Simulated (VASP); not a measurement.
A run of VASP 6.6.1 is set up as follows.

Contents of INCAR:

```
SYSTEM = BN
  ALGO = Normal
  EDIFF = 1E-6
  ENCUT = 600
  GGA = PS
  GGA_COMPAT = .False.
  ISIF = 2
  ISMEAR = 0
  LASPH = .True.
  LCHARG = .True.
  LELF = .True.
  LREAL = .False.
  LVHAR = .True.
  LWAVE = .False.
  NBANDS = 11
  NELM = 120
  PREC = Accurate
  SIGMA = 0.1
```

KPOINTS

```
k-points
0
Gamma
  8 8 8
  0 0 0
```

File POSCAR:

```
BN
1.0
    0.0000000000      1.8050000000      1.8050000000
    1.8050000000      0.0000000000      1.8050000000
    1.8050000000      1.8050000000      0.0000000000
B N
1 1
Direct
    0.0000000000      0.0000000000      0.0000000000
    0.2500000000      0.2500000000      0.2500000000
```

Potentials or basis: VASP PAW PBE potentials, release 64 (B, N).

Command:

```console
$ cat potpaw_PBE.64/B/POTCAR potpaw_PBE.64/N/POTCAR > POTCAR
$ mpirun -np 1 vasp_std > vasp.out
```

**Question.** Predict the band gap on the k mesh.

**Answer.** 4.28 eV, indirect (least direct gap 8.78 eV).

**Question.** Estimate the pressure.

**Answer.** -1.1 GPa.

Caveat: the PAW data sets were made with another functional, which shifts forces and pressure a little. A k mesh can miss the band edges.
